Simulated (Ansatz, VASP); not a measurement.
One calculation of Lu, two programs

```
Lu
1.0
     3.39737    0.00000    0.00000
    -1.69869    2.94221    0.00000
     0.00000    0.00000    5.28940
Lu
2
Direct
  0.33333 0.66667 0.25000
  0.66667 0.33333 0.75000
```

Alike in both runs: task single point; functional PBEsol; k mesh 17 × 17 × 10; occupations fermi-dirac, width 0.1 eV; no spin polarisation.

```csv
,VASP,Ansatz
version,VASP 6.6.1,Ansatz 0.2.0
potentials or method,"VASP PAW PBE potentials, release 64 (Lu), cutoff 520 eV","plane waves (420 eV) with PAW, scalar-relativistic"
valence electrons in the cell,50,50
```

Ansatz gave:

- pressure (GPa): 2.2
- traceless stress, the component that is largest in VASP (GPa): 0.05

Question: What did VASP give for the same quantities?

Answer: Pressure (GPa): 2.4; traceless stress, the component that is largest in VASP (GPa): 0.06.

VASP's potentials were made for PBE, not for PBEsol, and Ansatz warns of the same on its side. The functional is the same, so the differences come from potentials, cutoffs and numerics.

Spin-orbit coupling is off throughout.
